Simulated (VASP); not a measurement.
Runs of VASP 6.6.1 on AgCl. The structure is that of space group Fm-3m (No. 225), or close to it. The cells are those of the table. 

```csv
cell,gap on the mesh (eV),pressure (GPa)
"a = 4.048, b = 4.048, c = 3.968 Å, angles 60.7, 60.7, 58.7°, 2 atoms",0.83,-1.5
"a = 3.651 Å, angles 60.0°, 2 atoms",0.97,20.0
"a = 3.731, b = 3.731, c = 3.651 Å, angles 60.7, 60.7, 58.6°, 2 atoms",0.78,(b)
"a = 3.810 Å, angles 60.0°, 2 atoms",(d),6.9
"a = 4.207, b = 4.207, c = 4.127 Å, angles 60.6, 60.6, 58.7°, 2 atoms",(a),-4.4
"a = 3.890, b = 3.890, c = 3.810 Å, angles 60.7, 60.7, 58.6°, 2 atoms",0.77,4.2
"a = 4.127 Å, angles 60.0°, 2 atoms",0.99,(c)
"a = 4.286 Å, angles 60.0°, 2 atoms",1.09,-5.3
```

Alike in all rows: task single point; level PBE; potentials or basis VASP PAW PBE potentials, release 64 (Ag, Cl); no spin polarisation; k mesh 8 × 8 × 8; cutoff (eV) 520; smearing gaussian 0.05 eV.

**Question.** Estimate the missing entries.

**Answer.** (a) 0.93; (b) 15.1; (c) -3.7; (d) 0.91.

A k mesh can miss the band edges, and the runs leave out spin-orbit coupling on Ag.
